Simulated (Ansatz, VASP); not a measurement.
**Sn: VASP beside Ansatz**

```xyz
2
Lattice="0.0000 3.1158 3.2456 3.1158 0.0000 3.2456 3.1158 3.1158 0.0000" Properties=species:S:1:pos:R:3 pbc="T T T"
Sn    3.1158    3.1158    3.2456
Sn    4.6737    4.6737    4.8684
```

Change from the starting cell: strain -0.040 along x and y, +0.000 along z, atoms carried along.

Alike in both runs: task single point; functional PBEsol; k mesh 12 × 12 × 12; occupations gaussian, width 0.15 eV; no spin polarisation.

```csv
,VASP,Ansatz
version,VASP 6.6.1,Ansatz 0.2.0
potentials or method,"VASP PAW PBE potentials, release 64 (Sn_d), cutoff 520 eV","scalar-relativistic, plane waves, PAW"
valence electrons in the cell,28,28
```

```tsv
	VASP	Ansatz	Ansatz less VASP
gap on the k mesh at the Fermi level (eV)	none	none	-
pressure (GPa)	5.5	5.6	+0.07
traceless stress, the component that is largest in VASP (GPa)	-0.89	-0.89	+0.002
```

VASP's potentials were made for PBE, not for PBEsol. A gap of «none» marks a metal or a gap that the smearing closes.
